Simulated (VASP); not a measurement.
# Ti3N5 in VASP: further runs, part 2 of 2

VASP 6.6.1.

**3. Single point, PBE, collinear spin**

Input file INCAR:

```
SYSTEM = Ti3N5
PREC = Accurate
ENCUT = 520
EDIFF = 1E-6
ISMEAR = 0
SIGMA = 0.1
LREAL = .FALSE.
LASPH = .TRUE.
NELM = 150
ALGO = Normal
ISIF = 2
LWAVE = .FALSE.
LCHARG = .FALSE.
ISPIN = 2
MAGMOM = 0 0 0 0 3 0 0 0
LORBIT = 11
LMAXMIX = 4
LDIPOL = .TRUE.
IDIPOL = 3
DIPOL = 0.5 0.5 0.353
GGA = PE
NBANDS = 44
```

Input file KPOINTS:

```
regular mesh
0
G
  9 9 1
  0 0 0
```

Input file POSCAR:

```
Ti3N5
1.0
    3.0028555063      0.0000000000      0.0000000000
   -1.5014277532      2.6005491524      0.0000000000
    0.0000000000      0.0000000000     24.1233847547
N Ti
5 3
Direct
    0.3333333333      0.6666666667      0.1658142106
    0.0000000000      0.0000000000      0.2674509120
    0.6666666667      0.3333333333      0.3654788005
    0.3333333333      0.6666666667      0.4611038156
    0.6666666667      0.3333333333      0.5974860038
    0.6666666667      0.3333333333      0.2166325614
    0.3333333333      0.6666666667      0.3190139885
    0.0000000000      0.0000000000      0.4290633808
```

Potentials or basis: VASP PAW PBE potentials, release 64 (N, Ti_sv).

Run with:

```bash
$ cat potpaw_PBE.64/N/POTCAR potpaw_PBE.64/Ti_sv/POTCAR > POTCAR
$ mpirun -np 1 vasp_std > vasp.out
```

OUTCAR:

```text
SYSTEM = Ti3N5
   PREC = Accurate
   ENCUT = 520
   EDIFF = 1E-6
   ISMEAR = 0
   LREAL = .FALSE.
   LASPH = .TRUE.
   NELM = 150
   ISIF = 2
   ISPIN = 2
   LORBIT = 11
   GGA = PE

 ion  position               nearest neighbor table
   1  0.333  0.667  0.166-   6 2.12   6 2.12   6 2.12
   2  0.000  0.000  0.267-   6 2.12   6 2.12   6 2.12   7 2.13   7 2.13   7 2.13
   3  0.667  0.333  0.365-   7 2.06   7 2.06   7 2.06   8 2.31   8 2.31   8 2.31
   4  0.333  0.667  0.461-   8 1.90   8 1.90   8 1.90
   5  0.667  0.333  0.597-
   6  0.667  0.333  0.217-   2 2.12   2 2.12   2 2.12   1 2.12   1 2.12   1 2.12
   7  0.333  0.667  0.319-   3 2.06   3 2.06   3 2.06   2 2.13   2 2.13   2 2.13
   8  0.000  0.000  0.429-   4 1.90   4 1.90   4 1.90   3 2.31   3 2.31   3 2.31

  LATTYP: Found a hexagonal cell.
 ALAT       =     3.0028555063
 C/A-ratio  =     8.0334816990

  Lattice vectors:

 A1 = (   3.0028555063,   0.0000000000,   0.0000000000)
 A2 = (  -1.5014277532,   2.6005491524,   0.0000000000)
 A3 = (   0.0000000000,   0.0000000000,  24.1233847547)

Analysis of symmetry for initial positions (statically):
=====================================================================
 Subroutine PRICEL returns:
 Original cell was already a primitive cell.

 Routine SETGRP: Setting up the symmetry group for a
 hexagonal supercell.

 Subroutine GETGRP returns: Found  6 space group operations
 (whereof  6 operations were pure point group operations)
 out of a pool of 24 trial point group operations.

The static configuration has the point symmetry C_3v.

Analysis of symmetry for dynamics (positions and initial velocities):
=====================================================================
 Subroutine PRICEL returns:
 Original cell was already a primitive cell.

 Routine SETGRP: Setting up the symmetry group for a
 hexagonal supercell.

 Subroutine GETGRP returns: Found  6 space group operations
 (whereof  6 operations were pure point group operations)
 out of a pool of 24 trial point group operations.

The dynamic configuration has the point symmetry C_3v.

Analysis of structural, dynamic, and magnetic symmetry:
=====================================================================
 Subroutine PRICEL returns:
 Original cell was already a primitive cell.

 Routine SETGRP: Setting up the symmetry group for a
 hexagonal supercell.

 Subroutine GETGRP returns: Found  6 space group operations
 (whereof  6 operations were pure point group operations)
 out of a pool of 24 trial point group operations.

The overall configuration has the point symmetry C_3v.

 Subroutine INISYM returns: Found  6 space group operations
 (whereof  6 operations are pure point group operations),
 and found     1 'primitive' translations

----------------------------------------------------------------------------------------

                                     Primitive cell

  volume of cell :     188.3813

  direct lattice vectors                    reciprocal lattice vectors
     3.002855506  0.000000000  0.000000000     0.333016357  0.192267083  0.000000000
    -1.501427753  2.600549152  0.000000000     0.000000000  0.384534166  0.000000000
     0.000000000  0.000000000 24.123384755     0.000000000  0.000000000  0.041453553

  length of vectors
     3.002855506  3.002855506 24.123384755     0.384534166  0.384534166  0.041453553

  position of ions in fractional coordinates (direct lattice)
     0.333333333  0.666666667  0.165814211
     0.000000000  0.000000000  0.267450912
[... 100 lines left out ...]
   LORBIT       =     11    0 simple, 1 ext, 2 COOP (PROOUT), +10 PAW based schemes
   GGA     = PE    functional components
   LHFCALC =     F    Hartree Fock is set to
   AEXX    =    0.0000 exact exchange contribution
   IVDW    =     0    specifies the selected vdW correction
   LEPSILON=     F    determine dielectric tensor
   LRPA    =     F    only Hartree local field effects (RPA)
 spin polarized calculation
 Gauss-broadening in eV      SIGMA  =   0.10
  energy-cutoff  :      520.00
  volume of cell :      188.38
 maximum number of plane-waves:      5137
 NGX is ok and might be reduce to    24
   NGX = 11   NGY = 11   NGZ = 89

 dipolmoment           0.000000      0.000000      0.073074 electrons x Angstroem

 number of electron      61.0000012 magnetization       2.9970522

 dipolmoment           0.000000      0.000000     -0.054440 electrons x Angstroem

 Free energy of the ion-electron system (eV)
  ---------------------------------------------------
  ext. energy  EPLUGINS =         0.00000000
  ---------------------------------------------------
  free energy    TOTEN  =       -67.43149299 eV

  energy without entropy =      -67.42173091  energy(sigma->0) =      -67.42661195

 E-fermi :  -1.0105     XC(G=0):  -5.9455

 val. band max:       -1.0726705369   @ k =   0.1111  -0.0000   0.0000
 cond. band min:      -0.9865079522   @ k =   0.4444   0.0000   0.0000
 fundamental gap:      0.0861625847
 Fermi energy:        -1.0104833706

 spin component 1

 k-point     1 :       0.0000    0.0000    0.0000
  band No.  band energies     occupation
      1     -58.9793      1.00000
      2     -57.9786      1.00000
      3     -57.6586      1.00000
      4     -35.3234      1.00000
      5     -35.0136      1.00000
      6     -35.0136      1.00000
[... 529 lines left out ...]
     41       2.2326      0.00000
     42       3.0350      0.00000
 Fermi energy:        -1.0104833706

 spin component 2

 k-point     1 :       0.0000    0.0000    0.0000
  band No.  band energies     occupation
      1     -58.9801      1.00000
      2     -57.9759      1.00000
      3     -57.6582      1.00000
      4     -35.3245      1.00000
      5     -35.0142      1.00000
      6     -35.0142      1.00000
[... 529 lines left out ...]
     41       2.2326      0.00000
     42       3.0362      0.00000
 [bands above 42 left out]

------------------------ aborting loop because EDIFF is reached ----------------------------------------

 vacuum level on the upper side and lower side of the slab       (xc-potential included)        -0.616         0.617

  FORCE on cell =-STRESS in cart. coord.  units (eV):
  Direction    XX          YY          ZZ          XY          YZ          ZX
  --------------------------------------------------------------------------------------
  -------------------------------------------------------------------------------------
  Total        1.7411160      1.7411160     -3.5408131     -0.0000000     -0.0000000      0.0000000
  in kB       14.8081414     14.8081414    -30.1145128     -0.0000000     -0.0000000      0.0000000
  external PRESSURE =      -0.1660767 kB  Pullay stress =       0.0000000 kB

 VOLUME and BASIS-vectors are now :
 -----------------------------------------------------------------------------
  energy-cutoff  :      520.00
  volume of cell :      188.38
      direct lattice vectors                 reciprocal lattice vectors
     3.002855506  0.000000000  0.000000000     0.333016357  0.192267083  0.000000000
    -1.501427753  2.600549152  0.000000000     0.000000000  0.384534166  0.000000000
     0.000000000  0.000000000 24.123384755     0.000000000  0.000000000  0.041453553

 POSITION                                       TOTAL-FORCE (eV/Angst)
 -----------------------------------------------------------------------------------
     -0.00000      1.73370      4.00000         0.000000     -0.000000      4.378280
      0.00000      0.00000      6.45182        -0.000000      0.000000      1.284526
      1.50143      0.86685      8.81659        -0.000000      0.000000      0.063606
     -0.00000      1.73370     11.12338        -0.000000      0.000000      0.051338
      1.50143      0.86685     14.41338         0.000000      0.000000     -0.000527
      1.50143      0.86685      5.22591        -0.000000     -0.000000     -5.730923
     -0.00000      1.73370      7.69570         0.000000      0.000000     -0.023490
      0.00000      0.00000     10.35046        -0.000000      0.000000     -0.022811
 -----------------------------------------------------------------------------------
    total drift:                                0.000000     -0.000000      0.001244

  FREE ENERGIE OF THE ION-ELECTRON SYSTEM (eV)
  ---------------------------------------------------
  free  energy   TOTEN  =       -67.4314929912 eV

  energy  without entropy=      -67.4217309122  energy(sigma->0) =      -67.42661195

 vacuum level on the upper side and lower side of the slab         5.736         6.996

 total charge

# of ion       s       p       d       tot
------------------------------------------
    1        1.311   2.200   0.000   3.510
    2        1.253   2.497   0.000   3.750
    3        1.251   2.478   0.000   3.729
    4        1.297   2.457   0.000   3.753
    5        1.362   1.925   0.000   3.287
    6        2.193   6.225   1.894  10.312
    7        2.199   6.255   1.896  10.349
    8        2.231   6.263   1.979  10.473
--------------------------------------------------
tot         13.096  30.299   5.769  49.165

 magnetization (x)

# of ion       s       p       d       tot
------------------------------------------
    1       -0.000  -0.001   0.000  -0.001
    2       -0.000  -0.000   0.000  -0.000
    3        0.000   0.000   0.000   0.000
    4        0.001   0.003   0.000   0.004
    5        0.047   1.921   0.000   1.969
    6       -0.000  -0.000   0.000   0.000
    7       -0.000  -0.000  -0.001  -0.001
    8        0.000   0.000   0.003   0.003
--------------------------------------------------
tot          0.048   1.923   0.002   1.974
```

Wall time 7.7 min (1 thread of Intel Xeon Platinum 8488C (Sapphire Rapids), shared host); peak memory 0.47 GiB.

Results:

- Free energy: -67.4315 eV
- Largest force: 5.731 eV/Å
- Band gap on the k mesh: zero (filled and empty bands overlap)
- Net moment: 3.00 μB per cell
- Site moments: N -0.00, +0.00, +1.97 (each value once); Ti +0.00, -0.00 (each value once) μB
- Valence electrons inside the program's atomic spheres: N 3.51, 3.75, 3.73, 3.29 (each value once); Ti 10.31, 10.35, 10.47

Forces on the atoms (eV/Å):
```
N    0.000  0.000  4.378
N    0.000  0.000  1.285
N    0.000  0.000  0.064
N    0.000  0.000  0.051
N    0.000  0.000 -0.001
Ti   0.000  0.000 -5.731
Ti   0.000  0.000 -0.023
Ti   0.000  0.000 -0.023
```

Levels at points of the mesh, in eV from the Fermi level:
Spin up:
| k point | band 28 | band 29 | band 30 | band 31 | band 32 | band 33 | band 34 | band 35 | band 36 | band 37 |
| --- | --- | --- | --- | --- | --- | --- | --- | --- | --- | --- |
| (0.00, 0.00, 0.00) | -0.76 | -0.23 | -0.23 | 0.07 | 0.07 | 0.34 | 0.34 | 1.12 | 1.82 | 1.82 |
Spin down:
| k point | band 25 | band 26 | band 27 | band 28 | band 29 | band 30 | band 31 | band 32 | band 33 | band 34 |
| --- | --- | --- | --- | --- | --- | --- | --- | --- | --- | --- |
| (0.00, 0.00, 0.00) | -2.14 | -2.14 | -0.76 | 0.07 | 0.07 | 0.34 | 0.34 | 1.11 | 1.81 | 1.82 |

The gap in the log of VASP goes by the Fermi energy; the results here count the filled bands.